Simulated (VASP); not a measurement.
The system is CsPbCl3.

```
Cs Pb Cl
1.0
     5.67673    0.00000    0.00000
     0.00000    5.67673    0.00000
     0.00000    0.00000    5.67673
Cs Pb Cl
1 1 3
Direct
  0.00000 0.00000 0.00000
  0.50000 0.50000 0.50000
  0.50000 0.50000 0.00000
  0.00000 0.50000 0.50000
  0.50000 0.00000 0.50000
```

Base run:

```yaml
Program: VASP 6.6.1
Functional: r2SCAN
Potentials_or_basis: VASP PAW PBE potentials, release 64 (Cs_sv, Pb_d, Cl)
Cutoff: 520 eV
k_mesh: 4 × 4 × 4
Occupations: gaussian, width 0.01 eV
Spin: no spin polarisation
```

Its results: band gap on the k mesh 2.48 eV, direct; pressure 0.0 GPa.

The run is repeated on the same cell with these changes: functional from r2SCAN to LDA; potentials or basis from VASP PAW PBE potentials, release 64 (Cs_sv, Pb_d, Cl) to VASP PAW LDA potentials, release 64 (Cs_sv, Pb_d, Cl). What comes out?

Band gap on the k mesh 1.86 eV, direct; pressure -2.0 GPa.

Caveats: spin-orbit coupling is left out, which moves the levels of the heavy elements; the PAW data sets were made with another functional, which shifts forces and pressure a little (some runs).

A k mesh can miss the band edges.
